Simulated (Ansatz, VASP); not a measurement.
One calculation of ZnCdH4, two programs

The input INCAR:

```
SYSTEM = ZnCdH4
PREC = Accurate ; ENCUT = 600
EDIFF = 1E-7 ; ISMEAR = 0
SIGMA = 0.1 ; LREAL = .False.
LASPH = .True. ; NELM = 100
ALGO = Normal ; ISIF = 3
LWAVE = .False. ; LCHARG = .False.
GGA = PE ; IBRION = 2
NSW = 100 ; EDIFFG = -0.01
```

KPOINTS

```
regular mesh
0
Gamma
  12 12 6
  0 0 0
```

The input POSCAR:

```
ZnCdH4
1.0
    3.2618552189      0.0000000000      0.0000000000
    0.0000000000      3.2618552189      0.0000000000
    0.0000000000      0.0000000000      6.1405006633
Zn Cd H
1 1 4
Direct
    0.0000000000      0.0000000000      0.0000000000
    0.5000000000      0.5000000000      0.5000000000
    0.0000000000      0.0000000000      0.7064507679
    0.5000000000      0.0000000000      0.0000000000
    0.0000000000      0.5000000000      0.0000000000
    0.0000000000      0.0000000000      0.2935492321
```

Input for Ansatz:

```yaml
crystal:
  lattice:
    - [3.2618552189, 0.0, 0.0]
    - [0.0, 3.2618552189, 0.0]
    - [0.0, 0.0, 6.1405006633]
  atoms:
    - { symbol: Zn, position: [0.0, 0.0, 0.0] }
    - { symbol: Cd, position: [0.5, 0.5, 0.5] }
    - { symbol: H, position: [0.0, 0.0, 0.7064507679] }
    - { symbol: H, position: [0.5, 0.0, 0.0] }
    - { symbol: H, position: [0.0, 0.5, 0.0] }
    - { symbol: H, position: [0.0, 0.0, 0.2935492321] }
basis:
  ecutwfc: 420
kpoints:
  mp_grid: { grid: [12, 12, 6] }
hamiltonian:
  xc: pbe
scf:
  occupations: { method: gaussian, width: 0.1 }
output:
  forces: true
  stress: true
  eigenvalues: true
relax:
  adjacent_minimum: "off"
  f_tol: 0.01
  max_steps: 80
  cell: { stress_tol: 0.05 }
```

Alike in both runs: task relaxation of cell and atoms; functional PBE; k mesh 12 × 12 × 6; occupations gaussian, width 0.1 eV; no spin polarisation.

```csv
,VASP,Ansatz
version,VASP 6.6.1,Ansatz 0.2.0
potentials or method,"VASP PAW PBE potentials, release 64 (Zn, Cd, H), cutoff 600 eV","scalar-relativistic, plane waves, PAW"
valence electrons in the cell,28,36
```

```csv
,VASP,Ansatz,Ansatz less VASP
"gap on the k mesh at the Fermi level, each at its own relaxed structure (eV)",none,none,-
relaxed volume (Å³/atom),10.93,10.87,-0.063
relaxed cell length with the largest relative difference (Å),6.125,6.109,-0.0162
```

A gap of «none» marks a metal or a gap that the smearing closes. VASP's potentials hold 28 valence electrons a cell and Ansatz's 36, so a difference there can come from the potentials and not from the codes.
